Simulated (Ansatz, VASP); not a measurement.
**One calculation of Ni, two programs**

```
CELL_PARAMETERS angstrom
0.00000 1.70472 1.70472
1.70472 0.00000 1.70472
1.70472 1.70472 0.00000
ATOMIC_POSITIONS crystal
Ni 0.00000 0.00000 0.00000
```

Alike in both runs: task relaxation of cell and atoms; functional r2SCAN; k mesh 9 × 9 × 9; no spin polarisation.

|  | VASP | Ansatz |
| --- | --- | --- |
| version | VASP 6.6.1 | Ansatz 0.2.0 |
| potentials or method | VASP PAW PBE potentials, release 64 (Ni), cutoff 600 eV | PAW plane waves |
| occupations | methfessel-paxton of order 1, width 0.0173 eV | cold, width 0.0173 eV |
| valence electrons in the cell | 10 | 18 |

Ansatz gave:

- gap on the k mesh at the Fermi level, each at its own relaxed structure (eV): none
- relaxed volume (Å³/atom): 10.36
- relaxed cell length with the largest relative difference (Å): 2.447

Question: Estimate VASP's values.

Answer: gap on the k mesh at the Fermi level, each at its own relaxed structure (eV): none; relaxed volume (Å³/atom): 10.39; relaxed cell length with the largest relative difference (Å): 2.449.

VASP's potentials were made for PBE, not for r2SCAN. A gap of «none» marks a metal or a gap that the smearing closes. VASP's potentials hold 10 valence electrons a cell and Ansatz's 18, so a difference there can come from the potentials and not from the codes.
